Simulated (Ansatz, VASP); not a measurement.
**Two plane-wave programs on BN**

```
B N
1.0
     2.50245    0.00000    0.00000
    -1.25123    2.16719    0.00000
     0.00000    0.00000    4.21018
B N
2 2
Direct
  0.33333 0.66667 0.00008
  0.66667 0.33333 0.50008
  0.33333 0.66667 0.37392
  0.66667 0.33333 0.87392
```

Alike in both runs: task single point; functional PBEsol; k mesh 9 × 9 × 6; no spin polarisation.

|  | VASP | Ansatz |
| --- | --- | --- |
| version | VASP 6.6.1 | Ansatz 0.2.0 |
| potentials or method | VASP PAW PBE potentials, release 64 (B, N), cutoff 520 eV | scalar-relativistic, plane waves, PAW |
| occupations | gaussian, width 0.01 eV | fixed |
| valence electrons in the cell | 16 | 16 |

Ansatz gave:

| Property | Result |
| --- | --- |
| gap on the k mesh at the Fermi level (eV) | 4.80 |
| least direct gap on the mesh (eV) | 8.18 |
| pressure (GPa) | 11.6 |
| traceless stress, the component that is largest in VASP (GPa) | -11.59 |
| rms of the force components (eV/Å) | 0.000 |

Problem. Estimate VASP's values.

Solution. gap on the k mesh at the Fermi level (eV): 4.79; least direct gap on the mesh (eV): 8.18; pressure (GPa): 12.5; traceless stress, the component that is largest in VASP (GPa): -11.74; rms of the force components (eV/Å): 0.006.

VASP's potentials were made for PBE, not for PBEsol, and Ansatz warns of the same on its side. Atom by atom the forces differ by 0.006 eV/Å (rms over components).
